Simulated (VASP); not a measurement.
A run of VASP 6.6.1:

Contents of INCAR:

```
SYSTEM = SrBe
ALGO     = Normal         ! electronic algorithm
EDIFF    = 1E-6           ! SCF threshold, eV
EDIFFG   = -0.02          ! ionic threshold
ENCUT    = 600            ! plane-wave cutoff, eV
IBRION   = 2              ! ionic algorithm
ISIF     = 3              ! what is computed and relaxed
ISMEAR   = 1              ! smearing method
LASPH    = .TRUE.         ! aspherical terms in the spheres
LCHARG   = .FALSE.        ! write CHGCAR
LREAL    = .FALSE.        ! projectors in reciprocal space
LWAVE    = .FALSE.        ! write WAVECAR
NELM     = 80             ! most SCF steps
NSW      = 80             ! ionic steps
PREC     = Accurate       ! precision mode
SIGMA    = 0.05           ! smearing width, eV
```

Contents of KPOINTS:

```
k-points
0
G
  6 6 6
  0 0 0
```

File POSCAR:

```
SrBe
1.0
    3.6300000000      0.0000000000      0.0000000000
    0.0000000000      3.6300000000      0.0000000000
    0.0000000000      0.0000000000      3.6300000000
Sr Be
1 1
Direct
    0.0000000000      0.0000000000      0.0000000000
    0.5000000000      0.5000000000      0.5000000000
```

Potentials or basis: VASP PAW LDA potentials, release 64 (Sr_sv, Be).

Launch:

```console
$ cat potpaw_LDA.64/Sr_sv/POTCAR potpaw_LDA.64/Be/POTCAR > POTCAR
$ mpirun -np 1 vasp_std > vasp.out
```

Hardware: 1 thread of Intel(R) Xeon(R) 6975P-C (Granite Rapids), with other jobs on the host.

Task: How long does it take, and how much memory?

Result: Run time: 9.4 s on 1 thread of Intel(R) Xeon(R) 6975P-C (Granite Rapids), with other jobs on the host, peak memory 0.16 GiB. Counts: scf iterations 18, k points 20, ion steps 2.
